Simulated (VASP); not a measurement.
Wanted: the native input for a VASP 6.6.1 run.

- Task: single point
- Functional: PBE
- Potentials or basis: VASP PAW PBE potentials, release 64 (Sn_d)
- Cutoff: 520 eV
- k mesh: 12 × 12 × 12
- Occupations: gaussian, width 0.1 eV
- Spin: no spin polarisation
- Dipole correction: no
- Further INCAR settings: ALGO = Normal; EDIFF = 1e-06; NBANDS = 21

The structure of Sn lies in POSCAR:

```
Sn
1.0
    0.0000000000      3.2333428000      3.2333428000
    3.2333428000      0.0000000000      3.2333428000
    3.2333428000      3.2333428000      0.0000000000
Sn
2
Direct
    0.0000000000      0.0000000000      0.0000000000
    0.2500000000      0.2500000000      0.2500000000
```

The input as run:

INCAR

```
PREC = Accurate
ENCUT = 520
EDIFF = 1E-6
ISMEAR = 0
SIGMA = 0.1
LREAL = F
LASPH = T
NELM = 100
ALGO = Normal
ISIF = 2
LWAVE = F
LCHARG = T
GGA = PE
LELF = T
LVHAR = T
NBANDS = 21
```

KPOINTS

```
Automatic mesh
0
Gamma
  12 12 12
```

Potentials or basis: VASP PAW PBE potentials, release 64 (Sn_d).

The run is started by

```sh
$ cat potpaw_PBE.64/Sn_d/POTCAR > POTCAR
$ mpirun -np 1 vasp_std > vasp.out
```

Results of the run:

* Pressure: 3.7 GPa
* Band gap on the k mesh: zero (band 14 reaches 5.84 eV, above the bottom of band 15 at 5.77 eV)

Caveat: spin-orbit coupling is left out, which moves the levels of the heavy elements.

Wall time 73 s on 1 thread of Intel(R) Xeon(R) Platinum 8375C CPU @ 2.90GHz (Ice Lake), with other jobs on the host, peak memory 0.24 GiB.
